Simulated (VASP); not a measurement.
# Cs4ScPb3Br12 (a cell with a defect) in VASP: relaxation of the atoms with PBEsol

Aim: the relaxation of the atoms of Cs4ScPb3Br12 (a cell with a defect) with PBEsol.

All numbers are computed with VASP 6.6.1; they aren't measurements. Logs are shortened: lines on timing, memory, paths and dates and some standing lists are left out, and cuts for length are marked.

### 1 The cell of the first run

The cell holds a defect, 40 atoms: a = 11.763 Å, b = 11.763 Å, c = 11.763 Å, α = 90.00°, β = 90.00°, γ = 90.00°.

### 2 Relaxation of the atoms, PBEsol

File INCAR:

```
ALGO = Normal
EDIFF = 1E-7
EDIFFG = -0.03
ENCUT = 450
GGA = PS
GGA_COMPAT = False
IBRION = 2
ISIF = 2
ISMEAR = -1
ISYM = -1
KPAR = 1
LASPH = True
LCHARG = False
LREAL = Auto
LWAVE = False
NELM = 120
NELMIN = 4
NSW = 100
PREC = Accurate
SIGMA = 0.05
```

File KPOINTS:

```
explicit points
1
Reciprocal
  0.25000000   0.25000000   0.25000000 1
```

File POSCAR:

```
Cs4ScPb3Br12
1.0
   11.7633300000      0.0000000000      0.0000000000
    0.0000000000     11.7633300000      0.0000000000
    0.0000000000      0.0000000000     11.7633300000
Cs Sc Pb Br
8 2 6 24
Direct
    0.0010940000      0.9995200000      0.9965900000
    0.9994800000      0.9998330000      0.5022220000
    0.9996310000      0.5022520000      0.9983740000
    0.9998400000      0.5032730000      0.4986350000
    0.5009360000      0.9998160000      0.9979950000
    0.5012130000      0.9991400000      0.5023860000
    0.4996810000      0.4989710000      0.9992760000
    0.4960670000      0.4995880000      0.4978250000
    0.2530460000      0.2514810000      0.2505710000
    0.7472180000      0.7521170000      0.7499630000
    0.2502170000      0.2522680000      0.7490150000
    0.2520170000      0.7509080000      0.2516520000
    0.2481820000      0.7514890000      0.7480150000
    0.7475430000      0.2506890000      0.2519010000
    0.7483560000      0.2540720000      0.7525410000
    0.7474410000      0.7515660000      0.2453640000
    0.2536210000      0.2456280000      0.0003840000
    0.2495790000      0.2499240000      0.5006840000
    0.2482090000      0.7500090000      0.0019540000
    0.2511510000      0.7494880000      0.5006180000
    0.7512470000      0.2502320000      0.9988470000
    0.7512160000      0.2462160000      0.4990370000
    0.7512670000      0.7499230000      0.9991940000
    0.7485790000      0.7499780000      0.5006230000
    0.9979040000      0.2516640000      0.2477850000
    0.0011540000      0.2514810000      0.7532230000
    0.9997990000      0.7500980000      0.2499150000
    0.9989550000      0.7476110000      0.7509930000
    0.4999310000      0.2515260000      0.2496020000
    0.4992320000      0.2466970000      0.7496470000
    0.5018960000      0.7469360000      0.2476200000
    0.5011030000      0.7497420000      0.7496560000
    0.2500350000      0.9984770000      0.2489930000
    0.2504920000      0.9978510000      0.7502720000
    0.2497630000      0.5006090000      0.2518580000
    0.2486290000      0.4970330000      0.7497000000
    0.7507170000      0.0038680000      0.2490600000
    0.7487830000      0.0012080000      0.7512340000
    0.7546840000      0.4996520000      0.2502990000
    0.7535760000      0.5016550000      0.7478250000
```

Potentials or basis: VASP PAW PBE potentials, release 64 (Cs_sv, Sc_sv, Pb_d, Br).

Started as:

```
> cat potpaw_PBE.64/Cs_sv/POTCAR potpaw_PBE.64/Sc_sv/POTCAR potpaw_PBE.64/Pb_d/POTCAR potpaw_PBE.64/Br/POTCAR > POTCAR
> mpirun -np 4 vasp_std > vasp.out
```

OUTCAR:

```text
EDIFF = 1E-7
   EDIFFG = -0.03
   ENCUT = 450
   GGA = PS
   IBRION = 2
   ISIF = 2
   ISMEAR = -1
   ISYM = -1
   LASPH = True
   LREAL = Auto
   NELM = 120
   NELMIN = 4
   NSW = 100
   PREC = Accurate

 ion  position               nearest neighbor table
   1  0.001  1.000  0.997-
   2  0.999  1.000  0.502-
   3  1.000  0.502  0.998-
   4  1.000  0.503  0.499-
   5  0.501  1.000  0.998-
   6  0.501  0.999  0.502-
   7  0.500  0.499  0.999-
   8  0.496  0.500  0.498-
   9  0.253  0.251  0.251-  29 2.90  35 2.93  18 2.94  17 2.94  33 2.98  25 3.00
  10  0.747  0.752  0.750-  32 2.90  38 2.93  23 2.93  24 2.93  40 2.95  28 2.96
  11  0.250  0.252  0.749-  36 2.88  18 2.92  30 2.93  26 2.93  17 2.96  34 2.99
  12  0.252  0.751  0.252-  33 2.91  20 2.93  19 2.94  31 2.94  35 2.94  27 2.97
  13  0.248  0.751  0.748-  34 2.90  20 2.91  28 2.93  32 2.98  19 2.99  36 2.99
  14  0.748  0.251  0.252-  37 2.90  22 2.91  29 2.91  39 2.93  25 2.95  21 2.98
  15  0.748  0.254  0.753-  21 2.90  40 2.91  30 2.93  26 2.97  38 2.97  22 2.98
  16  0.747  0.752  0.245-  31 2.89  23 2.90  39 2.97  37 2.97  27 2.97  24 3.00
  17  0.254  0.246  0.000-   9 2.94  11 2.96
  18  0.250  0.250  0.501-  11 2.92   9 2.94
  19  0.248  0.750  0.002-  12 2.94  13 2.99
  20  0.251  0.749  0.501-  13 2.91  12 2.93
  21  0.751  0.250  0.999-  15 2.90  14 2.98
  22  0.751  0.246  0.499-  14 2.91  15 2.98
[... 16 lines left out ...]
  39  0.755  0.500  0.250-  14 2.93  16 2.97
  40  0.754  0.502  0.748-  15 2.91  10 2.95

IMPORTANT INFORMATION: All symmetrisations will be switched off!
NOSYMM: (Re-)initialisation of all symmetry stuff for point group C_1.

----------------------------------------------------------------------------------------

                                     Primitive cell

  volume of cell :    1627.7618

  direct lattice vectors                    reciprocal lattice vectors
    11.763330000  0.000000000  0.000000000     0.085009942  0.000000000  0.000000000
     0.000000000 11.763330000  0.000000000     0.000000000  0.085009942  0.000000000
     0.000000000  0.000000000 11.763330000     0.000000000  0.000000000  0.085009942

  length of vectors
    11.763330000 11.763330000 11.763330000     0.085009942  0.085009942  0.085009942

  position of ions in fractional coordinates (direct lattice)
     0.001094000  0.999520000  0.996590000
     0.999480000  0.999833000  0.502222000
     0.999631000  0.502252000  0.998374000
     0.999840000  0.503273000  0.498635000
     0.500936000  0.999816000  0.997995000
     0.501213000  0.999140000  0.502386000
[... 32 lines left out ...]
     0.754684000  0.499652000  0.250299000
     0.753576000  0.501655000  0.747825000

  ion indices of the primitive-cell ions
   primitive index   ion index
                 1           1
                 2           2
                 3           3
                 4           4
                 5           5
                 6           6
[... 32 lines left out ...]
                39          39
                40          40

----------------------------------------------------------------------------------------

 KPOINTS: explicit points

Read explicit list of k-points.

 Found      1 k-points:

 Following reciprocal coordinates:
            Coordinates               Weight
  0.250000  0.250000  0.250000      1.000000
   k-points           NKPTS =      1   k-points in BZ     NKDIM =      1   number of bands    NBANDS=    208
   number of dos      NEDOS =    301   number of ions     NIONS =     40
   total plane-waves  NPLWV = 592704
   dimension x,y,z NGX =    84 NGY =   84 NGZ =   84
   dimension x,y,z NGXF=   168 NGYF=  168 NGZF=  168
   ions per type =               8   2   6  24
   NGX,Y,Z   is equivalent  to a cutoff of  11.87, 11.87, 11.87 a.u.
   NGXF,Y,Z  is equivalent  to a cutoff of  23.74, 23.74, 23.74 a.u.
 SYSTEM =  unknown system
   PREC   = accura    normal or accurate (medium, high low for compatibility)
   ISTART =      0    job   : 0-new  1-cont  2-samecut
   ICHARG =      2    charge: 1-file 2-atom 10-const
   ISPIN  =      1    spin polarized calculation?
   LNONCOLLINEAR =      F non collinear calculations
   LSORBIT =      F    spin-orbit coupling
   LASPH  =      T    aspherical Exc in radial PAW
   ENCUT  =  450.0 eV  33.07 Ry    5.75 a.u.  20.35 20.35 20.35*2*pi/ulx,y,z
   NELM   =    120;   NELMIN=  4; NELMDL= -5     # of ELM steps
   EDIFF  = 0.1E-06   stopping-criterion for ELM
   LREAL  =      T    real-space projection
   EDIFFG = -.3E-01   stopping-criterion for IOM
   NSW    =    100    number of steps for IOM
   IBRION =      2    ionic relax: 0-MD 1-quasi-New 2-CG
   NFREE  =      1    steps in history (QN), initial steepest desc. (CG)
   ISIF   =      2    stress and relaxation
   ISYM   =     -1    0-nonsym 1-usesym 2-fastsym
   POTIM  = 0.5000    time-step for ionic-motion
   TEBEG  =    0.0;   TEEND  =   0.0 temperature during run
   PSTRESS=    0.0 pullay stress
   NELECT =     346.0000    total number of electrons
   NUPDOWN=      -1.0000    fix difference up-down
   EMIN   =  10.00;   EMAX   =-10.00  energy-range for DOS
   EFERMI =   0.00;   METHOD = LEGACY
   ISMEAR =    -1;   SIGMA  =   0.05  broadening in eV -4-tet -1-fermi 0-gaus
   EFERMI_NEDOS =   21; number of points for ismear=-14 and -15
   IALGO  =     38    algorithm
   IMIX   =      4    mixing-type and parameters
     AMIX     =   0.40;   BMIX     =  1.00
     AMIX_MAG =   1.60;   BMIX_MAG =  1.00
  volume/ion in A,a.u.               =      40.69       274.62
  Fermi-wavevector in a.u.,A,eV,Ry     =   0.977020  1.846299 12.987675  0.954567
  Thomas-Fermi vector in A             =   2.107684
   LORBIT       =      0    0 simple, 1 ext, 2 COOP (PROOUT), +10 PAW based schemes
   GGA     = PS    functional components
   LHFCALC =     F    Hartree Fock is set to
   AEXX    =    0.0000 exact exchange contribution
   IVDW    =     0    specifies the selected vdW correction
   LEPSILON=     F    determine dielectric tensor
   LRPA    =     F    only Hartree local field effects (RPA)
 conjugate gradient relaxation of ions
 non-spin polarized calculation
  energy-cutoff  :      450.00
  volume of cell :     1627.76
 maximum number of plane-waves:     35294
 NGX is ok and might be reduce to    84
   NGX = 41   NGY = 41   NGZ = 41

--------------------------------------- Ionic step        1  -------------------------------------------

 number of electron     346.0000000 magnetization

 Free energy of the ion-electron system (eV)
  ---------------------------------------------------
  ext. energy  EPLUGINS =         0.00000000
  ---------------------------------------------------
  free energy    TOTEN  =      -141.36461607 eV

  energy without entropy =     -141.09808480  energy(sigma->0) =     -141.23135044

------------------------ aborting loop because EDIFF is reached ----------------------------------------

  FORCE on cell =-STRESS in cart. coord.  units (eV):
  Direction    XX          YY          ZZ          XY          YZ          ZX
  --------------------------------------------------------------------------------------
  -------------------------------------------------------------------------------------
  Total      -11.0334333    -10.9023526    -11.0962999     -0.4547260     -0.7024360     -0.6203404
  in kB      -10.8600147    -10.7309943    -10.9218933     -0.4475788     -0.6913955     -0.6105901
  external PRESSURE =     -10.8376341 kB  Pullay stress =       0.0000000 kB
[... 203 lines left out ...]
  FREE ENERGIE OF THE ION-ELECTRON SYSTEM (eV)
  ---------------------------------------------------
  free  energy   TOTEN  =      -142.5854913579 eV

  energy  without entropy=     -142.3163776078  energy(sigma->0) =     -142.45093448

[... ionic steps 4 to 35 ...]

--------------------------------------- Ionic step       36  -------------------------------------------

 number of electron     345.9999998 magnetization

------------------------ aborting loop because EDIFF is reached ----------------------------------------

  FORCE on cell =-STRESS in cart. coord.  units (eV):
  Direction    XX          YY          ZZ          XY          YZ          ZX
  --------------------------------------------------------------------------------------
  -------------------------------------------------------------------------------------
  Total       -9.0377645     -6.3633133    -10.7761168     -1.1716508     -0.9167678     -1.1057098
  in kB       -8.8957129     -6.2632976    -10.6067426     -1.1532353     -0.9023585     -1.0883308
  external PRESSURE =      -8.5885844 kB  Pullay stress =       0.0000000 kB
[... 133 lines left out ...]
  energy  without entropy=     -142.8812496021  energy(sigma->0) =     -142.94113053

--------------------------------------- Ionic step       38  -------------------------------------------

 number of electron     345.9999998 magnetization

 Free energy of the ion-electron system (eV)
  ---------------------------------------------------
  ext. energy  EPLUGINS =         0.00000000
  ---------------------------------------------------
  free energy    TOTEN  =      -143.00458651 eV

  energy without entropy =     -142.88405536  energy(sigma->0) =     -142.94432093

 E-fermi :   2.6963     XC(G=0):  -7.7080

 val. band max:        2.6249927699   @ k =   0.2500   0.2500   0.2500
 cond. band min:       2.7925188148   @ k =   0.2500   0.2500   0.2500
 fundamental gap:      0.1675260449
 Fermi energy:         2.6963231227

 k-point     1 :       0.2500    0.2500    0.2500
  band No.  band energies     occupation
      1     -48.7519      2.00000
      2     -48.7437      2.00000
      3     -27.5347      2.00000
      4     -27.5296      2.00000
      5     -27.4408      2.00000
      6     -27.4218      2.00000
[... 177 lines left out ...]
    184       3.1941      0.00009
    185       3.2741      0.00002
 [bands above 185 left out]

------------------------ aborting loop because EDIFF is reached ----------------------------------------

  FORCE on cell =-STRESS in cart. coord.  units (eV):
  Direction    XX          YY          ZZ          XY          YZ          ZX
  --------------------------------------------------------------------------------------
  -------------------------------------------------------------------------------------
  Total       -9.0068141     -6.2710619    -10.8075626     -1.1333376     -0.9264584     -1.1101133
  in kB       -8.8652490     -6.1724962    -10.6376942     -1.1155243     -0.9118967     -1.0926650
  external PRESSURE =      -8.5584798 kB  Pullay stress =       0.0000000 kB
[... 55 lines left out ...]
  FREE ENERGIE OF THE ION-ELECTRON SYSTEM (eV)
  ---------------------------------------------------
  free  energy   TOTEN  =      -143.0045865053 eV

  energy  without entropy=     -142.8840553570  energy(sigma->0) =     -142.94432093

 reached required accuracy - stopping structural energy minimisation
```

It took 2.1 h on 4 MPI ranks of Intel Xeon Platinum 8259CL at 2.50GHz (Skylake/Cascade Lake), shared host; peak memory 0.52 GiB.

Results:

```yaml
Free_energy: -143.0046 eV
Energy_gained_by_relaxing: 41.0 meV/atom
Ionic_steps: 38
Pressure_after_relaxing: -0.9 GPa
Largest_force_after_relaxing: 0.028 eV/Å
```

Forces in eV/Å, atoms in the order of the input:
```
Cs  -0.009  0.010  0.002
Cs  -0.011 -0.006 -0.003
Cs  -0.002  0.002 -0.015
Cs   0.003 -0.014  0.006
Cs   0.004 -0.003  0.004
Cs   0.008  0.023 -0.015
Cs  -0.012 -0.002  0.006
Cs  -0.007 -0.003  0.005
Sc   0.014 -0.008 -0.007
Sc  -0.007 -0.023  0.002
Pb   0.000 -0.013  0.009
Pb   0.001 -0.015 -0.006
Pb   0.012  0.000  0.004
Pb   0.010  0.006  0.001
Pb  -0.003 -0.010 -0.010
Pb   0.013  0.004  0.008
Br   0.003  0.012 -0.005
Br  -0.004 -0.002 -0.001
Br   0.011  0.004 -0.001
Br  -0.003  0.003 -0.002
Br  -0.001  0.005  0.006
Br   0.008 -0.003 -0.008
Br   0.001  0.002 -0.013
Br   0.004  0.003 -0.005
Br  -0.014  0.007  0.012
Br  -0.005 -0.003 -0.001
Br   0.004 -0.001  0.001
Br   0.002 -0.006  0.000
Br  -0.010  0.009  0.004
Br  -0.004 -0.012  0.007
Br  -0.003 -0.002  0.002
Br   0.000 -0.007  0.020
Br  -0.016 -0.001 -0.014
Br   0.009  0.014  0.013
Br   0.012 -0.001 -0.002
Br   0.006  0.002  0.008
Br  -0.006 -0.001  0.004
Br   0.003  0.012 -0.003
Br  -0.008  0.013  0.011
Br  -0.003  0.005 -0.024
```

Step by step:
| step | energy change (eV) | largest force (eV/Å) | pressure (GPa) |
| --- | --- | --- | --- |
| 1 | 0.0000 | 1.0030 | -1.08 |
| 2 | -0.4485 | 0.7635 | -1.16 |
| 3 | -1.2209 | 0.3020 | -1.11 |
| 4 | -1.3008 | 0.1413 | -0.94 |
| 5 | -1.3011 | 0.1352 | -0.95 |
| 6 | -1.3145 | 0.0717 | -0.95 |
| 7 | -1.3208 | 0.0544 | -0.94 |
| 8 | -1.3249 | 0.0481 | -0.94 |
| 9 | -1.3327 | 0.0571 | -0.95 |
| 10 | -1.3274 | 0.1312 | -0.95 |
| 11 | -1.3341 | 0.0706 | -0.95 |
| 12 | -1.3388 | 0.0479 | -0.95 |
| 13 | -1.3436 | 0.0711 | -0.97 |
| 14 | -1.3475 | 0.0716 | -0.97 |
| 15 | -1.3586 | 0.0715 | -0.98 |
| 16 | -1.3747 | 0.0981 | -0.99 |
| 17 | -1.3604 | 0.1913 | -1.03 |
| 18 | -1.3780 | 0.1227 | -1.00 |
| 19 | -1.3852 | 0.1216 | -1.00 |
| 20 | -1.4035 | 0.1229 | -1.00 |
| 21 | -1.4154 | 0.1395 | -1.00 |
| 22 | -1.4428 | 0.1225 | -0.99 |
| 23 | -1.4631 | 0.1636 | -0.96 |
| 24 | -1.4997 | 0.1432 | -0.96 |
| 25 | -1.5340 | 0.2199 | -0.95 |
| 26 | -1.5619 | 0.1171 | -0.92 |
| 27 | -1.5671 | 0.1419 | -0.89 |
| 28 | -1.5835 | 0.0975 | -0.87 |
| 29 | -1.5923 | 0.2000 | -0.85 |
| 30 | -1.6044 | 0.0836 | -0.86 |
| 31 | -1.6124 | 0.0986 | -0.86 |
| 32 | -1.6191 | 0.0441 | -0.88 |
| 33 | -1.6223 | 0.0706 | -0.89 |
| 34 | -1.6282 | 0.0357 | -0.88 |
| 35 | -1.6313 | 0.0824 | -0.87 |
| 36 | -1.6358 | 0.0403 | -0.86 |
| 37 | -1.6364 | 0.0675 | -0.85 |
| 38 | -1.6400 | 0.0284 | -0.86 |

Final structure:
```xyz
40
Lattice="11.7633 0.0000 0.0000 0.0000 11.7633 0.0000 0.0000 0.0000 11.7633" Properties=species:S:1:pos:R:3 pbc="T T T"
Cs   11.6604    0.0916    0.0543
Cs   11.4731    0.0199    6.0186
Cs    0.1762    5.9707    0.4584
Cs    0.1487    5.9577    5.5316
Cs    6.0077    0.0438   11.3207
Cs    6.1218    0.0014    6.3399
Cs    5.5664    5.8230    0.1416
Cs    5.7505    5.9158    5.8394
Sc    2.8930    3.0092    2.9263
Sc    8.8080    8.8714    8.7898
Pb    2.9335    2.9376    8.7843
Pb    3.0078    9.0041    2.9584
Pb    2.8909    8.7893    8.8174
Pb    8.7494    2.8966    2.9593
Pb    8.8716    3.1441    8.8517
Pb    8.8292    8.7962    2.9445
Br    2.9686    3.0793    0.1874
Br    2.8038    3.0680    5.6390
Br    2.8340    8.6605    0.0191
Br    2.9812    8.5270    5.8722
Br    8.6843    2.6925    0.0038
Br    8.8243    2.6994    5.9201
Br    8.8769    8.7778   11.4790
Br    8.7310    9.0937    6.0263
Br    0.1890    3.0789    2.7705
Br   11.7601    2.5372    8.9325
Br    0.0469    8.7132    2.9832
Br   11.4933    8.9567    8.6894
Br    5.5734    3.1706    3.0431
Br    5.9161    2.8071    8.7462
Br    5.8917    8.3439    2.9165
Br    6.0860    8.9960    8.7587
Br    2.7242    0.3693    2.8021
Br    3.1630   11.7436    8.8865
Br    2.8355    5.7013    2.9358
Br    3.3109    5.8711    8.8839
Br    9.2042   11.7465    2.9461
Br    8.8073   11.5478    8.8875
Br    9.1089    5.8479    3.1105
Br    8.6048    6.2545    8.4628
```

Levels at points of the mesh, in eV from the Fermi level:
```
           k point  band 170  band 171  band 172  band 173  band 174  band 175  band 176  band 177
(0.25, 0.25, 0.25)     -3.18     -3.14     -3.01     -0.07      0.10      0.17      0.19      0.25
```

Caveat: the PAW data sets were made with another functional, which shifts forces and pressure a little; spin-orbit coupling is left out, which moves the levels of the heavy elements.
